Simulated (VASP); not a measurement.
# ZnSe (v.eB) (F-43m) in VASP: further runs, part 2 of 2

VASP 6.6.1. The steps go on from the part before.

### Step 4. Single point, PBE

The input, INCAR:

```
SYSTEM = ZnSe
PREC = Accurate
ENCUT = 500
EDIFF = 1E-6
ISMEAR = 0
SIGMA = 0.02
LREAL = .False.
LASPH = .True.
NELM = 120
ALGO = Normal
ISIF = 2
LWAVE = .False.
LCHARG = .False.
GGA = PE
NBANDS = 26
GGA_COMPAT = .False.
```

The input, KPOINTS:

```
Automatic mesh
0
Gamma
  8 6 8
  0 0 0
```

The input, POSCAR:

```
ZnSe
1.0
    4.0538031518      0.0000000000      0.0000000000
    0.0000000000      5.7329434176      0.0000000000
    0.0000000000      0.0000000000      4.0538031518
Zn Se
2 2
Direct
    0.0000000000      0.0000000000      0.0000000000
    0.5000000000      0.5000000000      0.5000000000
    0.5000000000      0.2500000000      0.0000000000
    0.0000000000      0.7500000000      0.5000000000
```

Potentials or basis: VASP PAW PBE potentials, release 64 (Zn, Se).

On the command line:

```sh
$ cat potpaw_PBE.64/Zn/POTCAR potpaw_PBE.64/Se/POTCAR > POTCAR
$ mpirun -np 1 vasp_std > vasp.out
```

OUTCAR:

```text
SYSTEM = ZnSe
   PREC = Accurate
   ENCUT = 500
   EDIFF = 1E-6
   ISMEAR = 0
   LREAL = .False.
   LASPH = .True.
   NELM = 120
   ISIF = 2
   GGA = PE

 ion  position               nearest neighbor table
   1  0.000  0.000  0.000-   3 2.48   4 2.48   4 2.48   3 2.48
   2  0.500  0.500  0.500-   3 2.48   4 2.48   3 2.48   4 2.48
   3  0.500  0.250  0.000-   1 2.48   2 2.48   2 2.48   1 2.48
   4  0.000  0.750  0.500-   1 2.48   2 2.48   1 2.48   2 2.48

  LATTYP: Found a simple tetragonal cell.
 ALAT       =     4.0538031518
 C/A-ratio  =     1.4142135676

[... 902 lines left out ...]
     26       9.8517      0.00000

 [... further k-points ...]
[... 5 lines left out ...]
  --------------------------------------------------------------------------------------
  -------------------------------------------------------------------------------------
  Total        0.1091416      0.1044600      0.1091416      0.0000000      0.0000000      0.0000000
  in kB        1.8560851      1.7764691      1.8560851      0.0000000      0.0000000      0.0000000
  external PRESSURE =       1.8295464 kB  Pullay stress =       0.0000000 kB

 VOLUME and BASIS-vectors are now :
 -----------------------------------------------------------------------------
  energy-cutoff  :      500.00
  volume of cell :       94.21
      direct lattice vectors                 reciprocal lattice vectors
     4.053803152  0.000000000  0.000000000     0.246681934  0.000000000  0.000000000
     0.000000000  5.732943418  0.000000000     0.000000000  0.174430467  0.000000000
     0.000000000  0.000000000  4.053803152     0.000000000  0.000000000  0.246681934

 POSITION                                       TOTAL-FORCE (eV/Angst)
 -----------------------------------------------------------------------------------
      0.00000      0.00000      0.00000        -0.000000     -0.000000      0.000000
      2.02690      2.86647      2.02690         0.000000     -0.000000     -0.000000
      2.02690      1.43324      0.00000        -0.000000      0.000000      0.000000
      0.00000      4.29971      2.02690         0.000000      0.000000      0.000000
 -----------------------------------------------------------------------------------
    total drift:                                0.000000      0.000000      0.000000

  FREE ENERGIE OF THE ION-ELECTRON SYSTEM (eV)
  ---------------------------------------------------
  free  energy   TOTEN  =       -12.0656361526 eV

  energy  without entropy=      -12.0656361526  energy(sigma->0) =      -12.06563615
```

OSZICAR:

```text
N       E                     dE             d eps       ncg     rms          rms(c)
DAV:   1     0.226464525957E+03    0.22646E+03   -0.16533E+04  3120   0.153E+03
DAV:   2     0.864889030541E+01   -0.21782E+03   -0.20801E+03  3270   0.323E+02
DAV:   3    -0.122389776985E+02   -0.20888E+02   -0.20706E+02  3784   0.101E+02
DAV:   4    -0.126421412807E+02   -0.40316E+00   -0.40253E+00  3472   0.142E+01
DAV:   5    -0.126447095372E+02   -0.25683E-02   -0.25679E-02  3694   0.111E+00    0.632E+00
DAV:   6    -0.120859510296E+02    0.55876E+00   -0.12314E+00  4508   0.285E+01    0.484E+00
DAV:   7    -0.120644869452E+02    0.21464E-01   -0.60399E-01  3398   0.477E+00    0.196E+00
DAV:   8    -0.120649776143E+02   -0.49067E-03   -0.12205E-02  3362   0.108E+00    0.590E-01
DAV:   9    -0.120653979811E+02   -0.42037E-03   -0.33236E-03  4116   0.813E-01    0.103E-01
DAV:  10    -0.120655294688E+02   -0.13149E-03   -0.49253E-04  3440   0.322E-01    0.441E-02
DAV:  11    -0.120656294250E+02   -0.99956E-04   -0.17718E-04  3248   0.103E-01    0.974E-03
DAV:  12    -0.120656353081E+02   -0.58831E-05   -0.15033E-05  3722   0.279E-02    0.640E-03
DAV:  13    -0.120656361526E+02   -0.84449E-06   -0.58526E-06  3230   0.255E-02
   1 F= -.12065636E+02 E0= -.12065636E+02  d E =-.158749E-25
```

stdout:

```text
POSCAR found type information on POSCAR ZnSe
 POSCAR found :  2 types and       4 ions
 scaLAPACK will be used
 LDA part: xc-table for (Slater+PW92), standard interpolation
 POSCAR, INCAR and KPOINTS ok, starting setup
 FFT: planning ... GRIDC
 FFT: planning ... GRID_SOFT
 FFT: planning ... GRID
 WAVECAR not read
 entering main loop
```

Run time: 4.7 min. Hardware: 1 thread of Intel Xeon 8259CL, shared host; peak memory 0.26 GiB.

What came out:

| Item | Value |
| --- | --- |
| Free energy | -12.0656 eV |
| Pressure | 0.2 GPa |
| Band gap on the k mesh | 1.15 eV |

### Step 5. Single point, PBE

The input, INCAR:

```
PREC = Accurate ; ENCUT = 500
EDIFF = 1E-6 ; ISMEAR = 0
SIGMA = 0.02 ; LREAL = F
LASPH = T ; NELM = 120
ALGO = Normal ; ISIF = 2
LWAVE = F ; LCHARG = F
GGA = PE ; NBANDS = 26
GGA_COMPAT = F
```

The input, KPOINTS:

```
regular mesh
0
Gamma
  8 6 8
```

The input, POSCAR:

```
ZnSe
1.0
    4.0538031508      0.0000000000      0.0000000000
    0.0000000000      5.7329434176      0.0000000000
    0.0000000000      0.0000000000      4.0538031528
Zn Se
2 2
Direct
    0.0000000000      0.0000000000      0.0000000000
    0.5000000000      0.5000000000      0.5000058000
    0.5000000000      0.2500000000      0.0000000000
    0.0000000000      0.7500000000      0.5000058000
```

On the command line:

```sh
$ cat potpaw_PBE.64/Zn/POTCAR potpaw_PBE.64/Se/POTCAR > POTCAR
$ mpirun -np 1 vasp_std > vasp.out
```

Run time: 4.6 min. Hardware: 1 thread of Intel Xeon 8259CL, shared host; peak memory 0.26 GiB.

It converged, with:

* Free energy: -12.0656 eV
* Pressure: 0.2 GPa
* Band gap on the k mesh: 1.15 eV

Levels at points of the mesh, in eV from the valence-band top:
| k point | band 16 | band 17 | band 18 | band 19 | band 20 | band 21 |
| --- | --- | --- | --- | --- | --- | --- |
| (0.00, 0.00, 0.00) | 0.00 | 0.00 | 0.00 | 1.15 | 3.06 | 3.46 |
| (0.50, 0.00, 0.00) | -2.41 | -0.86 | -0.86 | 4.05 | 4.05 | 6.34 |
| (0.00, 0.50, 0.00) | -1.18 | -1.18 | -1.18 | 3.84 | 3.84 | 4.04 |
| (0.50, 0.50, 0.00) | -0.82 | -0.82 | -0.82 | 2.48 | 2.48 | 6.39 |
| (0.50, 0.00, 0.50) | -2.06 | -2.06 | -2.06 | 3.06 | 3.06 | 3.46 |
| (0.50, 0.50, 0.50) | -2.63 | -2.51 | -2.51 | 5.39 | 5.39 | 5.48 |
